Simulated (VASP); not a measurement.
Wanted: the native input for a VASP 6.6.1 run.

```yaml
Task: single point
Functional: PBEsol
Potentials_or_basis: VASP PAW PBE potentials, release 64 (Si, Ge_d)
Cutoff: 520 eV
k_mesh: 6 × 6 × 6
Occupations: gaussian, width 0.03 eV
Spin: no spin polarisation
Dipole_correction: no
Further_INCAR_settings: ALGO = Normal; EDIFF = 1e-06; NBANDS = 31
```

The structure of Si7Ge lies in POSCAR:

```
Si7Ge
1.0
    5.4591768144      0.0000000000      0.0000000000
    0.0000000000      5.0497385533      0.0000000000
    0.0000000000      0.0000000000      5.4591768144
Si Ge
7 1
Direct
    0.2525976817      0.2525976817      0.2525976817
    0.0000000000      0.5000000000      0.5000000000
    0.5000000000      0.5000000000      0.0000000000
    0.5000000000      0.0000000000      0.5000000000
    0.7474023183      0.2525976817      0.7474023183
    0.7474023183      0.7474023183      0.2525976817
    0.2525976817      0.7474023183      0.7474023183
    0.0000000000      0.0000000000      0.0000000000
```

This cell differs from its parent crystal: strain -0.0750 x Voigt [0, 1, 0, 0, 0, 0].

The input as run:

INCAR

```
PREC = Accurate ; ENCUT = 520
EDIFF = 1E-6 ; ISMEAR = 0
SIGMA = 0.03 ; LREAL = F
LASPH = T ; NELM = 60
ALGO = Normal ; ISIF = 2
LWAVE = F ; LCHARG = F
GGA = PS ; NBANDS = 31
```

KPOINTS

```
regular mesh
0
Gamma
  6 6 6
```

Potentials or basis: VASP PAW PBE potentials, release 64 (Si, Ge_d).

The run is started by

```console
$ cat potpaw_PBE.64/Si/POTCAR potpaw_PBE.64/Ge_d/POTCAR > POTCAR
$ mpirun -np 1 vasp_std > vasp.out
```

Results of the run:

* Pressure: 8.1 GPa
* Largest force: 0.031 eV/Å
* Band gap on the k mesh: zero (bands 21 and 22 overlap by 0.18 eV)

Caveat: the cell differs from its parent crystal (strain -0.0750 x Voigt [0, 1, 0, 0, 0, 0]); the cell stands under pressure; semilocal functionals underestimate gaps, so a narrow gap can read as zero; the PAW data sets were made with another functional, which shifts forces and pressure a little.

Run time: 3.5 min on 1 thread of Intel Xeon 8259CL, on a shared host, peak memory 0.35 GiB.
